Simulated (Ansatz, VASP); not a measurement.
# One calculation of HfC, two programs

The input INCAR:

```
SYSTEM = HfC
PREC = Accurate
ENCUT = 520
EDIFF = 1E-8
ISMEAR = -1
SIGMA = 0.05
LREAL = .FALSE.
LASPH = .TRUE.
NELM = 150
ALGO = Normal
ISIF = 2
LWAVE = .FALSE.
LCHARG = .FALSE.
MAGMOM = 0 0 0 0 0 0
LORBIT = 11
LSORBIT = .TRUE.
GGA_COMPAT = .FALSE.
LORBMOM = .TRUE.
LMAXMIX = 4
GGA = PE
LEFG = .TRUE.
NBANDS = 26
```

KPOINTS

```
regular mesh
0
G
  12 12 12
  0 0 0
```

POSCAR

```
HfC
1.0
    0.0000000000      2.3250000000      2.3250000000
    2.3250000000      0.0000000000      2.3250000000
    2.3250000000      2.3250000000      0.0000000000
Hf C
1 1
Direct
    0.5000000000      0.5000000000      0.5000000000
    0.0000000000      0.0000000000      0.0000000000
```

Input for Ansatz:

```yaml
crystal:
  lattice:
    - [0.0, 2.325, 2.325]
    - [2.325, 0.0, 2.325]
    - [2.325, 2.325, 0.0]
  atoms:
    - { symbol: Hf, position: [0.5, 0.5, 0.5] }
    - { symbol: C, position: [0.0, 0.0, 0.0] }
kpoints:
  mp_grid: { grid: [12, 12, 12] }
  band_path:
    path:
      - [0.0, 0.0, 0.0]
      - [0.5, 0.0, 0.5]
      - [0.625, 0.25, 0.625]
      - [0.375, 0.375, 0.75]
      - [0.0, 0.0, 0.0]
      - [0.5, 0.5, 0.5]
      - [0.5, 0.25, 0.75]
      - [0.5, 0.0, 0.5]
    npoints: 5
scf:
  occupations: { method: fermi_dirac, width: 0.05 }
hamiltonian:
  xc: pbe
  pseudopotentials: { kind: paw_fr }
output:
  forces: true
  stress: true
  eigenvalues: true
  efg: { contact_densities: true }
magnetization:
  noncollinear: true
  spin_orbit: true
```

Alike in both runs: task electric field gradients; functional PBE; k mesh 12 × 12 × 12; occupations fermi-dirac, width 0.05 eV; non-collinear spin, spin-orbit coupling.

```csv
,VASP,Ansatz
version,VASP 6.6.1,Ansatz 0.2.0
potentials or method,"VASP PAW PBE potentials, release 64 (Hf_pv, C)","PAW with Ansatz's default frozen-core files, fully relativistic files with spin-orbit coupling"
plane-wave cutoff (eV),520,420
valence electrons in the cell,14,30
```

Ansatz gave:

```
pressure (GPa)           : -0.4
net moment per atom (μB) : 0.00
```

**Question.** What did VASP give for the same quantities?

**Answer.** Pressure (GPa): -0.5; net moment per atom (μB): 0.00.

VASP's potentials hold 14 valence electrons a cell and Ansatz's 30, so a difference there can come from the potentials and not from the codes.
